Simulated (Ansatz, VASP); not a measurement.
# One calculation of Pt, two programs

```
Pt
1.0
     1.36170   -2.37175    0.00000
     1.36170    2.37175    0.00000
     0.00000    0.00000    4.78183
Pt
2
Direct
  0.64663 0.35337 0.25000
  0.35337 0.64663 0.75000
```

Alike in both runs: functional r2SCAN; k mesh 18 × 18 × 10; occupations gaussian, width 0.1 eV; no spin polarisation.

Ansatz relaxed the structure, and its values are those at the end. VASP's run is a single point on that final structure, the one shown.

|  | VASP | Ansatz |
| --- | --- | --- |
| version | VASP 6.6.1 | Ansatz 0.2.0 |
| potentials or method | VASP PAW PBE potentials, release 64 (Pt), cutoff 520 eV | scalar-relativistic, plane waves, PAW |
| valence electrons in the cell | 20 | 36 |

```csv
,VASP,Ansatz,Ansatz less VASP
gap on the k mesh at the Fermi level (eV),none,none,-
pressure (GPa),0.6,0.0,-0.66
rms of the force components (eV/Å),0.006,0.004,-0.0020
```

VASP's potentials were made for PBE, not for r2SCAN. A gap of «none» marks a metal or a gap that the smearing closes. VASP's potentials hold 20 valence electrons a cell and Ansatz's 36, so a difference there can come from the potentials and not from the codes.

Spin-orbit coupling is off throughout.
